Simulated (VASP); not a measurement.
# Gd (P6_3/mmc) in VASP: further runs

Gd is run at these levels: PBEsol; tasks: single point.

All numbers are computed with VASP 6.6.1; they aren't measurements. Logs are shortened: lines on timing, memory, paths and dates and some standing lists are left out, and cuts for length are marked.

### Step 1. The cell of the first run

The structure is hexagonal, space group P6_3/mmc (No. 194). Conventional cell: a = 3.541 Å, b = 3.541 Å, c = 5.649 Å, α = 90.00°, β = 90.00°, γ = 120.00°. Gd (site symmetry -6m2) has 12 Gd at 3.49 to 3.54 Å within 4.6 Å.

### Step 2. Single point, PBEsol, collinear spin, antiferromagnetic start

Input file INCAR:

```
SYSTEM = Gd
  ALGO = Normal
  EDIFF = 1E-6
  ENCUT = 520
  GGA = PS
  ISIF = 2
  ISMEAR = -1
  ISPIN = 2
  LASPH = .True.
  LCHARG = .False.
  LMAXMIX = 6
  LORBIT = 11
  LREAL = .False.
  LWAVE = .False.
  MAGMOM = 7 -7
  NBANDS = 29
  NELM = 150
  PREC = Accurate
  SIGMA = 0.05
```

Input file KPOINTS:

```
k-points
0
Gamma
  10 10 6
  0 0 0
```

Input file POSCAR:

```
Gd
1.0
    3.5410944013      0.0000000000      0.0000000000
   -1.7705472007      3.0666777087      0.0000000000
    0.0000000000      0.0000000000      5.6485348662
Gd
2
Direct
    0.3333333333      0.6666666667      0.2500000000
    0.6666666667      0.3333333333      0.7500000000
```

Potentials or basis: VASP PAW PBE potentials, release 64 (Gd).

On the command line:

```
$ cat potpaw_PBE.64/Gd/POTCAR > POTCAR
$ mpirun -np 1 vasp_std > vasp.out
```

OUTCAR:

```text
SYSTEM = Gd
   EDIFF = 1E-6
   ENCUT = 520
   GGA = PS
   ISIF = 2
   ISMEAR = -1
   ISPIN = 2
   LASPH = .True.
   LORBIT = 11
   LREAL = .False.
   NELM = 150
   PREC = Accurate

 ion  position               nearest neighbor table
   1  0.333  0.667  0.250-   2 3.49   2 3.49   2 3.49   2 3.49   2 3.49   2 3.49
   2  0.667  0.333  0.750-   1 3.49   1 3.49   1 3.49   1 3.49   1 3.49   1 3.49

  LATTYP: Found a hexagonal cell.
 ALAT       =     3.5410944013
 C/A-ratio  =     1.5951381765

  Lattice vectors:

 A1 = (   3.5410944013,   0.0000000000,   0.0000000000)
 A2 = (  -1.7705472007,   3.0666777087,   0.0000000000)
 A3 = (   0.0000000000,   0.0000000000,   5.6485348662)

Analysis of symmetry for initial positions (statically):
=====================================================================
 Subroutine PRICEL returns:
 Original cell was already a primitive cell.

 Routine SETGRP: Setting up the symmetry group for a
 hexagonal supercell.

 Subroutine GETGRP returns: Found 24 space group operations
 (whereof 12 operations were pure point group operations)
 out of a pool of 24 trial point group operations.

The static configuration has the point symmetry D_3d.
 The point group associated with its full space group is D_6h.

Analysis of symmetry for dynamics (positions and initial velocities):
=====================================================================
 Subroutine PRICEL returns:
 Original cell was already a primitive cell.

 Routine SETGRP: Setting up the symmetry group for a
 hexagonal supercell.

 Subroutine GETGRP returns: Found 24 space group operations
 (whereof 12 operations were pure point group operations)
 out of a pool of 24 trial point group operations.

The dynamic configuration has the point symmetry D_3d.
 The point group associated with its full space group is D_6h.

Analysis of structural, dynamic, and magnetic symmetry:
=====================================================================
 Subroutine PRICEL returns:
 Original cell was already a primitive cell.

 Routine SETGRP: Setting up the symmetry group for a
 hexagonal supercell.

 Subroutine GETGRP returns: Found 24 space group operations
 (whereof 12 operations were pure point group operations)
 out of a pool of 24 trial point group operations.

The overall configuration has the point symmetry D_3d.
 The point group associated with its full space group is D_6h.

 Subroutine INISYM returns: Found 24 space group operations
 (whereof 12 operations are pure point group operations),
 and found     1 'primitive' translations

----------------------------------------------------------------------------------------

                                     Primitive cell

  volume of cell :      61.3397

  direct lattice vectors                    reciprocal lattice vectors
     3.541094401  0.000000000  0.000000000     0.282398571  0.163042891  0.000000000
    -1.770547201  3.066677709  0.000000000     0.000000000  0.326085782  0.000000000
     0.000000000  0.000000000  5.648534866     0.000000000  0.000000000  0.177037059

  length of vectors
     3.541094401  3.541094401  5.648534866     0.326085782  0.326085782  0.177037059

  position of ions in fractional coordinates (direct lattice)
     0.333333333  0.666666667  0.250000000
     0.666666667  0.333333333  0.750000000

  ion indices of the primitive-cell ions
   primitive index   ion index
                 1           1
                 2           2

----------------------------------------------------------------------------------------

 KPOINTS: k-points

Automatic generation of k-mesh.
 Grid dimensions read from file:
 generate k-points for:   10   10    6

 Generating k-lattice:

  Cartesian coordinates                     Fractional coordinates (reciprocal lattice)
     0.028239857  0.016304289  0.000000000     0.100000000  0.000000000  0.000000000
     0.000000000  0.032608578  0.000000000     0.000000000  0.100000000  0.000000000
     0.000000000  0.000000000  0.029506176     0.000000000  0.000000000  0.166666667

  Length of vectors
     0.032608578  0.032608578  0.029506176

  Shift w.r.t. Gamma in fractional coordinates (k-lattice)
     0.000000000  0.000000000  0.000000000

 Subroutine IBZKPT returns following result:
 ===========================================

 Found     56 irreducible k-points:

 Following reciprocal coordinates:
            Coordinates               Weight
  0.000000  0.000000  0.000000      1.000000
  0.100000  0.000000  0.000000      6.000000
  0.200000  0.000000  0.000000      6.000000
  0.300000 -0.000000  0.000000      6.000000
  0.400000 -0.000000  0.000000      6.000000
  0.500000  0.000000  0.000000      3.000000
[... 16 lines left out ...]
  0.300000  0.100000  0.166667     24.000000
  0.400000  0.100000  0.166667     24.000000
 [... further k-points ...]
   k-points           NKPTS =     56   k-points in BZ     NKDIM =     56   number of bands    NBANDS=     29
   number of dos      NEDOS =    301   number of ions     NIONS =      2
   total plane-waves  NPLWV =  32928
   dimension x,y,z NGX =    28 NGY =   28 NGZ =   42
   dimension x,y,z NGXF=    56 NGYF=   56 NGZF=   84
   ions per type =               2
   NGX,Y,Z   is equivalent  to a cutoff of  13.15, 13.15, 12.36 a.u.
   NGXF,Y,Z  is equivalent  to a cutoff of  26.29, 26.29, 24.72 a.u.
 SYSTEM =  Gd
   PREC   = accura    normal or accurate (medium, high low for compatibility)
   ISTART =      0    job   : 0-new  1-cont  2-samecut
   ICHARG =      2    charge: 1-file 2-atom 10-const
   ISPIN  =      2    spin polarized calculation?
   LNONCOLLINEAR =      F non collinear calculations
   LSORBIT =      F    spin-orbit coupling
   LASPH  =      T    aspherical Exc in radial PAW
   ENCUT  =  520.0 eV  38.22 Ry    6.18 a.u.   6.58  6.58 10.50*2*pi/ulx,y,z
   NELM   =    150;   NELMIN=  2; NELMDL= -5     # of ELM steps
   EDIFF  = 0.1E-05   stopping-criterion for ELM
   LREAL  =      F    real-space projection
   EDIFFG = 0.1E-04   stopping-criterion for IOM
   NSW    =      0    number of steps for IOM
   IBRION =     -1    ionic relax: 0-MD 1-quasi-New 2-CG
   NFREE  =      0    steps in history (QN), initial steepest desc. (CG)
   ISIF   =      2    stress and relaxation
   ISYM   =      2    0-nonsym 1-usesym 2-fastsym
   POTIM  = 0.5000    time-step for ionic-motion
   TEBEG  =    0.0;   TEEND  =   0.0 temperature during run
   PSTRESS=    0.0 pullay stress
   NELECT =      36.0000    total number of electrons
   NUPDOWN=      -1.0000    fix difference up-down
   EMIN   =  10.00;   EMAX   =-10.00  energy-range for DOS
   EFERMI =   0.00;   METHOD = LEGACY
   ISMEAR =    -1;   SIGMA  =   0.05  broadening in eV -4-tet -1-fermi 0-gaus
   EFERMI_NEDOS =   21; number of points for ismear=-14 and -15
   IALGO  =     38    algorithm
   IMIX   =      4    mixing-type and parameters
     AMIX     =   0.40;   BMIX     =  1.00
     AMIX_MAG =   1.60;   BMIX_MAG =  1.00
  volume/ion in A,a.u.               =      30.67       206.97
  Fermi-wavevector in a.u.,A,eV,Ry     =   1.370656  2.590165 25.561241  1.878698
  Thomas-Fermi vector in A             =   2.496423
   LORBIT       =     11    0 simple, 1 ext, 2 COOP (PROOUT), +10 PAW based schemes
   GGA     = PS    functional components
   LHFCALC =     F    Hartree Fock is set to
   AEXX    =    0.0000 exact exchange contribution
   IVDW    =     0    specifies the selected vdW correction
   LEPSILON=     F    determine dielectric tensor
   LRPA    =     F    only Hartree local field effects (RPA)
 spin polarized calculation
  energy-cutoff  :      520.00
  volume of cell :       61.34
 maximum number of plane-waves:      1689
 NGX is ok and might be reduce to    28
   NGX = 13   NGY = 13   NGZ = 21

 number of electron      35.9999987 magnetization      -0.0000000

 number of electron      35.9999987 magnetization       0.0000000

 Free energy of the ion-electron system (eV)
  ---------------------------------------------------
  ext. energy  EPLUGINS =         0.00000000
  ---------------------------------------------------
  free energy    TOTEN  =       -24.10947171 eV

  energy without entropy =      -24.08641547  energy(sigma->0) =      -24.09794359

 E-fermi :   3.1590     XC(G=0): -10.4551

 val. band max:        3.1385921183   @ k =   0.1000   0.1000   0.3333
 cond. band min:       3.1624151196   @ k =   0.3000   0.2000   0.0000
 fundamental gap:      0.0238230013
 Fermi energy:         3.1589709362

 spin component 1

 k-point     1 :       0.0000    0.0000    0.0000
  band No.  band energies     occupation
      1     -41.8078      1.00000
      2     -38.6259      1.00000
      3     -19.3388      1.00000
      4     -18.9081      1.00000
      5     -18.9081      1.00000
      6     -16.8625      1.00000
[... 21 lines left out ...]
     28       5.3844      0.00000
     29       6.1425      0.00000

 k-point     2 :       0.1000    0.0000    0.0000
  band No.  band energies     occupation
      1     -41.8027      1.00000
      2     -38.6197      1.00000
      3     -19.3220      1.00000
      4     -18.9728      1.00000
      5     -18.9230      1.00000
      6     -16.8617      1.00000
[... 21 lines left out ...]
     28       5.6193      0.00000
     29       6.0151      0.00000

 k-point     3 :       0.2000    0.0000    0.0000
  band No.  band energies     occupation
      1     -41.7893      1.00000
      2     -38.6036      1.00000
      3     -19.2775      1.00000
      4     -19.1386      1.00000
      5     -18.9620      1.00000
      6     -16.8599      1.00000
[... 638 lines left out ...]
      5     -19.0638      1.00000
      6     -17.1237      1.00000
[... 21 lines left out ...]
     28       5.1741      0.00000
     29       5.4962      0.00000

 k-point    24 :       0.4000    0.1000    0.1667
  band No.  band energies     occupation
      1     -41.7541      1.00000
      2     -38.5609      1.00000
      3     -19.5226      1.00000
      4     -19.1637      1.00000
      5     -19.0973      1.00000
      6     -17.2377      1.00000
[... 21 lines left out ...]
     28       5.2156      0.00000
     29       5.7234      0.00000

 [... further k-points ...]

 spin component 2

 k-point     1 :       0.0000    0.0000    0.0000
  band No.  band energies     occupation
      1     -41.8078      1.00000
      2     -38.6259      1.00000
      3     -19.3388      1.00000
      4     -18.9081      1.00000
      5     -18.9081      1.00000
      6     -16.8625      1.00000
[... 21 lines left out ...]
     28       5.3844      0.00000
     29       6.1412      0.00000

 k-point     2 :       0.1000    0.0000    0.0000
  band No.  band energies     occupation
      1     -41.8027      1.00000
      2     -38.6197      1.00000
      3     -19.3220      1.00000
      4     -18.9728      1.00000
      5     -18.9230      1.00000
      6     -16.8617      1.00000
[... 21 lines left out ...]
     28       5.6193      0.00000
     29       6.0166      0.00000

 k-point     3 :       0.2000    0.0000    0.0000
  band No.  band energies     occupation
      1     -41.7893      1.00000
      2     -38.6036      1.00000
      3     -19.2775      1.00000
      4     -19.1386      1.00000
      5     -18.9620      1.00000
      6     -16.8599      1.00000
[... 638 lines left out ...]
      5     -19.0638      1.00000
      6     -17.1237      1.00000
[... 21 lines left out ...]
     28       5.1741      0.00000
     29       5.4962      0.00000

 k-point    24 :       0.4000    0.1000    0.1667
  band No.  band energies     occupation
      1     -41.7541      1.00000
      2     -38.5609      1.00000
      3     -19.5226      1.00000
      4     -19.1637      1.00000
      5     -19.0973      1.00000
      6     -17.2377      1.00000
[... 21 lines left out ...]
     28       5.2156      0.00000
     29       5.7234      0.00000

 [... further k-points ...]

------------------------ aborting loop because EDIFF is reached ----------------------------------------

  FORCE on cell =-STRESS in cart. coord.  units (eV):
  Direction    XX          YY          ZZ          XY          YZ          ZX
  --------------------------------------------------------------------------------------
  -------------------------------------------------------------------------------------
  Total       -0.0149795     -0.0149795     -0.0127692      0.0000000     -0.0000000     -0.0000000
  in kB       -0.3912604     -0.3912604     -0.3335290      0.0000000     -0.0000000     -0.0000000
  external PRESSURE =      -0.3720166 kB  Pullay stress =       0.0000000 kB

 VOLUME and BASIS-vectors are now :
 -----------------------------------------------------------------------------
  energy-cutoff  :      520.00
  volume of cell :       61.34
      direct lattice vectors                 reciprocal lattice vectors
     3.541094401  0.000000000  0.000000000     0.282398571  0.163042891  0.000000000
    -1.770547201  3.066677709  0.000000000     0.000000000  0.326085782  0.000000000
     0.000000000  0.000000000  5.648534866     0.000000000  0.000000000  0.177037059

 POSITION                                       TOTAL-FORCE (eV/Angst)
 -----------------------------------------------------------------------------------
     -0.00000      2.04445      1.41213        -0.000000      0.000000      0.000000
      1.77055      1.02223      4.23640         0.000000     -0.000000      0.000000
 -----------------------------------------------------------------------------------
    total drift:                                0.000000     -0.000000      0.000000

  FREE ENERGIE OF THE ION-ELECTRON SYSTEM (eV)
  ---------------------------------------------------
  free  energy   TOTEN  =       -24.1094717092 eV

  energy  without entropy=      -24.0864154741  energy(sigma->0) =      -24.09794359

 total charge

# of ion       s       p       d       f       tot
--------------------------------------------------
    1        2.078   5.539   0.614   6.993  15.224
    2        2.078   5.539   0.614   6.993  15.224
--------------------------------------------------
tot          4.155  11.078   1.229  13.987  30.448

 magnetization (x)

# of ion       s       p       d       f       tot
--------------------------------------------------
    1        0.010  -0.061   0.197   6.791   6.937
    2       -0.010   0.061  -0.197  -6.791  -6.937
--------------------------------------------------
tot          0.000   0.000   0.000   0.000   0.000
```

Wall time 4.7 min (1 thread of Intel Xeon 6975P-C (Granite Rapids), shared host); peak memory 0.32 GiB.

Results:

```
Free energy                                           : -24.1095 eV
Pressure                                              : 0.0 GPa
Band gap on the k mesh                                : zero (filled and empty bands overlap)
Net moment                                            : 0.00 μB per cell
Site moments                                          : Gd +6.94, -6.94 μB
Valence electrons inside the program's atomic spheres : Gd 15.22
```

Levels at points of the mesh, in eV from the Fermi level:
Spin up:
```tsv
k point	band 14	band 15	band 16	band 17	band 18	band 19	band 20	band 21	band 22	band 23
(0.00, 0.00, 0.00)	-4.45	-4.45	-4.43	-2.08	0.53	0.61	0.69	0.69	0.76	0.76
(0.50, 0.00, 0.00)	-4.44	-4.42	-1.89	-1.25	-1.05	0.46	0.64	0.70	0.74	0.81
(0.00, 0.00, 0.50)	-4.45	-4.43	-3.42	-2.77	0.24	0.54	0.72	0.72	0.83	0.83
(0.50, 0.00, 0.50)	-4.44	-4.42	-2.04	-1.77	-0.33	0.33	0.61	0.70	0.73	0.75
```
Spin down:
| k point | band 14 | band 15 | band 16 | band 17 | band 18 | band 19 | band 20 | band 21 | band 22 | band 23 |
| --- | --- | --- | --- | --- | --- | --- | --- | --- | --- | --- |
| (0.00, 0.00, 0.00) | -4.45 | -4.45 | -4.43 | -2.08 | 0.53 | 0.61 | 0.69 | 0.69 | 0.76 | 0.76 |
| (0.50, 0.00, 0.00) | -4.44 | -4.42 | -1.89 | -1.25 | -1.05 | 0.46 | 0.64 | 0.70 | 0.74 | 0.81 |
| (0.00, 0.00, 0.50) | -4.45 | -4.43 | -3.42 | -2.77 | 0.24 | 0.54 | 0.72 | 0.72 | 0.83 | 0.83 |
| (0.50, 0.00, 0.50) | -4.44 | -4.42 | -2.04 | -1.77 | -0.33 | 0.33 | 0.61 | 0.70 | 0.73 | 0.75 |

Caveat: the antiferromagnetic order is the one typed at the start, and another may lie lower; the PAW data sets were made with another functional, which shifts forces and pressure a little; spin-orbit coupling is left out, which moves the levels of the heavy elements; semilocal functionals describe open f shells poorly, which spoils levels, moments and volumes.

[end of part 1 of 2]

The gap in the log of VASP goes by the Fermi energy; the results here count the filled bands.